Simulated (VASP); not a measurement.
Te:

```xyz
1
Lattice="3.1542 0.0000 0.0000 -0.2173 3.1467 0.0000 -0.2173 -0.2328 3.1381" Properties=species:S:1:pos:R:3 pbc="T T T"
Te    1.3598    1.4569    1.5690
```

Base run:

| Quantity | Value |
| --- | --- |
| Program | VASP 6.6.1 |
| Functional | LDA |
| Potentials or basis | VASP PAW LDA potentials, release 64 (Te) |
| Cutoff | 500 eV |
| k mesh | 7 × 7 × 7 |
| Occupations | fermi-dirac, width 0.1 eV |
| Spin | no spin polarisation |

Its results: band gap on the k mesh zero (band 3 reaches 9.28 eV, above the bottom of band 4 at 4.45 eV); pressure -1.3 GPa.

The run is repeated on the same cell with these changes: k mesh from 7 × 7 × 7 to 4 × 4 × 4. What comes out?

Band gap on the k mesh zero (band 3 reaches 9.36 eV, above the bottom of band 4 at 4.46 eV); pressure -2.4 GPa.

Caveats: some runs use coarse meshes; spin-orbit coupling is left out, which moves the levels of the heavy elements.
